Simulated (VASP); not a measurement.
Input of a VASP 6.6.1 run:

The input INCAR:

```
SYSTEM = BN
ALGO = Normal
EDIFF = 1E-6
ENCUT = 520
GGA = PE
ISIF = 2
ISMEAR = 0
LASPH = .True.
LCHARG = .True.
LELF = .True.
LREAL = .False.
LVHAR = .True.
LWAVE = .False.
NBANDS = 11
NELM = 60
PREC = Accurate
SIGMA = 0.01
```

File KPOINTS:

```
k-points
0
Gamma
  6 6 6
  0 0 0
```

File POSCAR:

```
BN
1.0
    0.0000000000      1.7687289557      1.8201559063
    1.7687289557      0.0000000000      1.8201559063
    1.7687289557      1.7687289557      0.0000000000
B N
1 1
Direct
    0.0000000000      0.0000000000      0.0000000000
    0.2500000000      0.2500000000      0.2500000000
```

Potentials or basis: VASP PAW PBE potentials, release 64 (B, N).

Command:

```bash
$ cat potpaw_PBE.64/B/POTCAR potpaw_PBE.64/N/POTCAR > POTCAR
$ mpirun -np 1 vasp_std > vasp.out
```

(1) Predict the band gap on the k mesh.

(2) What does it give for the pressure?

## Answers

(1) 4.23 eV, indirect (least direct gap 8.83 eV).

(2) 18.3 GPa.

Caveat: the k points lie up to 0.51 Å⁻¹ apart; the cell differs from its parent crystal (epitaxial xy strain -2.0%).
